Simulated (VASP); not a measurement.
# Mg: single point with PBE

The system is Mg, a sheet with vacuum.

```xyz
2
Lattice="2.9623 0.0000 0.0000 0.0000 2.9623 0.0000 0.0000 0.0000 30.1038" Properties=species:S:1:pos:R:3 pbc="T T T"
Mg    0.0000    0.0000    6.9528
Mg    0.0000    0.0000   10.0472
```

The cell was generated, and may not be a known phase.

- Program: VASP 6.6.1
- Task: single point
- Functional: PBE
- Potentials or basis: VASP PAW PBE potentials, release 64 (Mg)
- Cutoff: 520 eV
- k mesh: 18 × 18 × 1
- Occupations: gaussian, width 0.1 eV
- Spin: no spin polarisation

```
Band gap on the k mesh : zero (bands 2 and 3 overlap by 3.06 eV)
```

Forces in eV/Å, atoms in the order of the input:
```
Mg   0.000  0.000  0.003
Mg   0.000  0.000 -0.003
```

Levels at points of the mesh, in eV from the Fermi level:
| k point | band 1 | band 2 | band 3 | band 4 | band 5 | band 6 | band 7 |
| --- | --- | --- | --- | --- | --- | --- | --- |
| (0.00, 0.00, 0.00) | -5.62 | -3.99 | -0.90 | 1.82 | 3.33 | 3.85 | 3.88 |
| (0.50, 0.00, 0.00) | -1.51 | -1.36 | 0.00 | 0.35 | 2.78 | 3.64 | 5.88 |
| (0.50, 0.50, 0.00) | 2.07 | 2.07 | 3.17 | 3.29 | 3.44 | 3.44 | 4.54 |

Run time: 77 s on 1 thread of Intel(R) Xeon(R) Platinum 8488C (Sapphire Rapids), on a shared host, peak memory 0.38 GiB.
